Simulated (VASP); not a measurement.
Mg, 2 atoms in the cell. It takes space group P6_3/mmc (No. 194, hexagonal). Conventional cell: a = 3.338 Å, b = 3.338 Å, c = 5.419 Å, α = 90.00°, β = 90.00°, γ = 120.00°. Within 4.4 Å of Mg (site symmetry -6m2) lie 12 Mg at 3.32 to 3.34 Å.  This cell differs from its parent crystal: strain +0.040 along x and y, +0.040 along z.

| Quantity | Value |
| --- | --- |
| Program | VASP 6.6.1 |
| Task | single point |
| Functional | PBE |
| Potentials or basis | VASP PAW PBE potentials, release 64 (Mg) |
| Cutoff | 520 eV |
| k mesh | 18 × 18 × 10 |
| Occupations | gaussian, width 0.15 eV |
| Spin | no spin polarisation |
| Dipole correction | no |
| Further INCAR settings | ALGO = Fast; EDIFF = 1e-06; NBANDS = 9 |

Potentials or basis: VASP PAW PBE potentials, release 64 (Mg).

Command:

```console
$ cat potpaw_PBE.64/Mg/POTCAR > POTCAR
$ mpirun -np 1 vasp_std > vasp.out
```

Hardware: 1 thread of Intel(R) Xeon(R) 6975P-C (Granite Rapids), with other jobs on the host.

**Question.** Estimate the wall time of this run.

**Answer.** Wall time 34 s on 1 thread of Intel(R) Xeon(R) 6975P-C (Granite Rapids), with other jobs on the host, peak memory 0.24 GiB. Counts: scf iterations 10, k points 222.
